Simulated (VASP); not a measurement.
# GaN (F-43m) in VASP: dielectric tensor with LDA

Aim: the dielectric tensor of GaN with LDA.

Everything below comes from runs of VASP 6.6.1. Logs are shortened: lines on timing, memory, paths and dates and some standing lists are left out, and cuts for length are marked.

## Step 1: The cell of the first run

It takes space group F-43m (No. 216, cubic). Conventional cell: a = 4.507 Å, b = 4.507 Å, c = 4.507 Å, α = 90.00°, β = 90.00°, γ = 90.00°. Within 2.6 Å of Ga (site symmetry -43m) lie 4 N at 1.95 Å. Within 2.6 Å of N (site symmetry -43m) lie 4 Ga at 1.95 Å.

## Step 2: Dielectric tensor, LDA

Contents of INCAR:

```
SYSTEM = GaN
PREC = Accurate
ENCUT = 520
EDIFF = 1E-8
ISMEAR = 0
SIGMA = 0.01
LREAL = .False.
LASPH = .True.
NELM = 120
ALGO = Normal
ISIF = 2
LWAVE = .False.
LCHARG = .False.
GGA = CA
LEPSILON = .True.
GGA_COMPAT = .False.
```

Contents of KPOINTS:

```
Automatic mesh
0
Gamma
  8 8 8
  0 0 0
```

Contents of POSCAR:

```
GaN
1.0
    0.0000000000      2.2535000000      2.2535000000
    2.2535000000      0.0000000000      2.2535000000
    2.2535000000      2.2535000000      0.0000000000
Ga N
1 1
Direct
    0.0000000000      0.0000000000      0.0000000000
    0.7500000000      0.7500000000      0.7500000000
```

Potentials or basis: VASP PAW LDA potentials, release 64 (Ga_d, N).

Started as:

```
cat potpaw_LDA.64/Ga_d/POTCAR potpaw_LDA.64/N/POTCAR > POTCAR
mpirun -np 1 vasp_std > vasp.out
```

OUTCAR:

```text
SYSTEM = GaN
   PREC = Accurate
   ENCUT = 520
   EDIFF = 1E-8
   ISMEAR = 0
   LREAL = .False.
   LASPH = .True.
   NELM = 120
   ISIF = 2
   GGA = CA
   LEPSILON = .True.

 ion  position               nearest neighbor table
   1  0.000  0.000  0.000-   2 1.95   2 1.95   2 1.95   2 1.95
   2  0.750  0.750  0.750-   1 1.95   1 1.95   1 1.95   1 1.95

  LATTYP: Found a face centered cubic cell.
 ALAT       =     4.5070000000

  Lattice vectors:

 A1 = (   0.0000000000,   2.2535000000,   2.2535000000)
 A2 = (   2.2535000000,   0.0000000000,   2.2535000000)
 A3 = (   2.2535000000,   2.2535000000,   0.0000000000)

Analysis of symmetry for initial positions (statically):
=====================================================================
 Subroutine PRICEL returns:
 Original cell was already a primitive cell.

 Routine SETGRP: Setting up the symmetry group for a
 face centered cubic supercell.

 Subroutine GETGRP returns: Found 24 space group operations
 (whereof 24 operations were pure point group operations)
 out of a pool of 48 trial point group operations.

The static configuration has the point symmetry T_d .

Analysis of symmetry for dynamics (positions and initial velocities):
=====================================================================
 Subroutine PRICEL returns:
 Original cell was already a primitive cell.

 Routine SETGRP: Setting up the symmetry group for a
 face centered cubic supercell.

 Subroutine GETGRP returns: Found 24 space group operations
 (whereof 24 operations were pure point group operations)
 out of a pool of 48 trial point group operations.

The dynamic configuration has the point symmetry T_d .

 Subroutine INISYM returns: Found 24 space group operations
 (whereof 24 operations are pure point group operations),
 and found     1 'primitive' translations

----------------------------------------------------------------------------------------

                                     Primitive cell

  volume of cell :      22.8877

  direct lattice vectors                    reciprocal lattice vectors
     0.000000000  2.253500000  2.253500000    -0.221877080  0.221877080  0.221877080
     2.253500000  0.000000000  2.253500000     0.221877080 -0.221877080  0.221877080
     2.253500000  2.253500000  0.000000000     0.221877080  0.221877080 -0.221877080

  length of vectors
     3.186930263  3.186930263  3.186930263     0.384302376  0.384302376  0.384302376

  position of ions in fractional coordinates (direct lattice)
     0.000000000  0.000000000  0.000000000
     0.750000000  0.750000000  0.750000000

  ion indices of the primitive-cell ions
   primitive index   ion index
                 1           1
                 2           2

----------------------------------------------------------------------------------------

 KPOINTS: Automatic mesh

Automatic generation of k-mesh.
 Grid dimensions read from file:
 generate k-points for:    8    8    8

 Generating k-lattice:

  Cartesian coordinates                     Fractional coordinates (reciprocal lattice)
    -0.027734635  0.027734635  0.027734635     0.125000000  0.000000000  0.000000000
     0.027734635 -0.027734635  0.027734635     0.000000000  0.125000000  0.000000000
     0.027734635  0.027734635 -0.027734635     0.000000000  0.000000000  0.125000000

  Length of vectors
     0.048037797  0.048037797  0.048037797

  Shift w.r.t. Gamma in fractional coordinates (k-lattice)
     0.000000000  0.000000000  0.000000000

 Subroutine IBZKPT returns following result:
 ===========================================

 Found     29 irreducible k-points:
[... 76 lines left out ...]
   LRPA    =     F    only Hartree local field effects (RPA)
 non-spin polarized calculation
 Gauss-broadening in eV      SIGMA  =   0.01
  energy-cutoff  :      520.00
  volume of cell :       22.89
 maximum number of plane-waves:       636
   NGX = 11   NGY = 11   NGZ = 11

--------------------------------------- Ionic step        1  -------------------------------------------

 number of electron      18.0000002 magnetization

 E-fermi :   5.1184     XC(G=0): -12.1182

 val. band max:        5.0313235604   @ k =   0.0000   0.0000   0.0000
 cond. band min:       6.7787768971   @ k =   0.0000   0.0000   0.0000
 fundamental gap:      1.7474533367
 Fermi energy:         5.1184284882

 k-point     1 :       0.0000    0.0000    0.0000
  band No.  band energies     occupation
      1     -10.7717      2.00000
      2      -8.5222      2.00000
      3      -8.5222      2.00000
      4      -8.5222      2.00000
      5      -8.2042      2.00000
      6      -8.2042      2.00000
      7       5.0313      2.00000
      8       5.0313      2.00000
      9       5.0313      2.00000
     10       6.7788      0.00000
     11      15.1414      0.00000
     12      15.1414      0.00000
     13      15.1414      0.00000
[... 354 lines left out ...]
  band No.  band energies     occupation
      1      -9.8291      2.00000
      2      -8.4195      2.00000
      3      -8.3565      2.00000
      4      -8.2245      2.00000
      5      -8.1710      2.00000
      6      -6.4837      2.00000
      7      -1.4597      2.00000
      8       1.9908      2.00000
      9       3.2394      2.00000
     10      11.5486      0.00000
     11      11.9250      0.00000
     12      14.9487      0.00000
     13      16.5650      0.00000

 [... further k-points ...]

  FORCE on cell =-STRESS in cart. coord.  units (eV):
  Direction    XX          YY          ZZ          XY          YZ          ZX
  --------------------------------------------------------------------------------------
  -------------------------------------------------------------------------------------
  Total       -0.7895100     -0.7895100     -0.7895100      0.0000000      0.0000000     -0.0000000
  in kB      -55.2669545    -55.2669545    -55.2669545      0.0000000      0.0000000     -0.0000000
  external PRESSURE =     -55.2669545 kB  Pullay stress =       0.0000000 kB

 VOLUME and BASIS-vectors are now :
 -----------------------------------------------------------------------------
  energy-cutoff  :      520.00
  volume of cell :       22.89
      direct lattice vectors                 reciprocal lattice vectors
     0.000000000  2.253500000  2.253500000    -0.221877080  0.221877080  0.221877080
     2.253500000  0.000000000  2.253500000     0.221877080 -0.221877080  0.221877080
     2.253500000  2.253500000  0.000000000     0.221877080  0.221877080 -0.221877080

 POSITION                                       TOTAL-FORCE (eV/Angst)
 -----------------------------------------------------------------------------------
      0.00000      0.00000      0.00000         0.000000     -0.000000     -0.000000
      3.38025      3.38025      3.38025        -0.000000      0.000000      0.000000
 -----------------------------------------------------------------------------------
    total drift:                               -0.000002     -0.000002     -0.000002

  FREE ENERGIE OF THE ION-ELECTRON SYSTEM (eV)
  ---------------------------------------------------
  free  energy   TOTEN  =       -13.9326098408 eV

  energy  without entropy=      -13.9326098408  energy(sigma->0) =      -13.93260984

 HEAD OF MICROSCOPIC STATIC DIELECTRIC TENSOR (INDEPENDENT PARTICLE, excluding Hartree and local field effects)
 ------------------------------------------------------
           6.400228     0.000000     0.000000
           0.000000     6.400228     0.000000
           0.000000     0.000000     6.400228
 ------------------------------------------------------

 Free energy of the ion-electron system (eV)
  ---------------------------------------------------
  ---------------------------------------------------
  free energy    TOTEN  =        -0.34395411 eV

  energy without entropy =       -0.34395411

------------------------ aborting loop because EDIFF is reached ----------------------------------------

--------------------------------------- Ionic step        2  -------------------------------------------

------------------------ aborting loop because EDIFF is reached ----------------------------------------

--------------------------------------- Ionic step        3  -------------------------------------------

 Free energy of the ion-electron system (eV)
  ---------------------------------------------------
  ---------------------------------------------------
  free energy    TOTEN  =        -0.34395397 eV

  energy without entropy =       -0.34395397

------------------------ aborting loop because EDIFF is reached ----------------------------------------

 PIEZOELECTRIC TENSOR FIELD DIRECTION 3  (e Angst)
 -----------------------------------------------------------------------------
    -0.00134  1.45784  0.00000           ( -0.00001  0.10929  0.00000)
     1.45784 -0.00134  0.00000           (  0.10929 -0.00001  0.00000)
     0.00000  0.00000  0.00163           (  0.00000  0.00000 -0.00000)

 PIEZOELECTRIC TENSOR FIELD DIRECTION 3  (C/m^2)
 -----------------------------------------------------------------------------
    -0.00094  1.02051  0.00000
     1.02051 -0.00094  0.00000
     0.00000  0.00000  0.00114

 MACROSCOPIC STATIC DIELECTRIC TENSOR (including local field effects in DFT)
 ------------------------------------------------------
           6.166876     0.000000    -0.000000
           0.000000     6.166876     0.000000
          -0.000000     0.000000     6.166876
 ------------------------------------------------------

 PIEZOELECTRIC TENSOR (including local field effects)  for field in x, y, z        (e  Angst)
          XX          YY          ZZ          XY          YZ          ZX
  --------------------------------------------------------------------------------
  x     0.00000    -0.00000    -0.00000     0.00000     1.45925     0.00000
  y     0.00000     0.00000    -0.00000     0.00000     0.00000     1.45925
  z    -0.00000     0.00000     0.00000     1.45925     0.00000     0.00000

 PIEZOELECTRIC TENSOR (including local field effects)  for field in x, y, z        (C/m^2)
          XX          YY          ZZ          XY          YZ          ZX
  --------------------------------------------------------------------------------
  x     0.00000    -0.00000    -0.00000     0.00000     1.02150     0.00000
  y     0.00000     0.00000    -0.00000     0.00000     0.00000     1.02150
  z    -0.00000     0.00000     0.00000     1.02150     0.00000     0.00000

 BORN EFFECTIVE CHARGES (including local field effects) (in |e|, cummulative output)
 ---------------------------------------------------------------------------------
 ion    1
    1     2.65037     0.00000     0.00000
    2     0.00000     2.65037     0.00000
    3    -0.00000     0.00000     2.65037
 ion    2
    1    -2.65037    -0.00000    -0.00000
    2    -0.00000    -2.65037    -0.00000
    3     0.00000    -0.00000    -2.65037
```

Wall time 4.6 min (1 thread of AMD EPYC 7R13, shared host); peak memory 0.17 GiB.

Results:

| Quantity | Value |
| --- | --- |
| Band gap on the k mesh | 1.75 eV, direct |
| Electronic dielectric tensor (diagonal) | 6.17 |
| Born charges (mean of the diagonal) | Ga +2.65; N -2.65 e |

Electronic dielectric tensor:
```
6.17 0.00 0.00
0.00 6.17 0.00
0.00 0.00 6.17
```

Born effective charge tensors (e):
atom 1, Ga
```
2.65 0.00 0.00
0.00 2.65 0.00
0.00 0.00 2.65
```
atom 2, N
```
-2.65  0.00  0.00
 0.00 -2.65  0.00
 0.00  0.00 -2.65
```
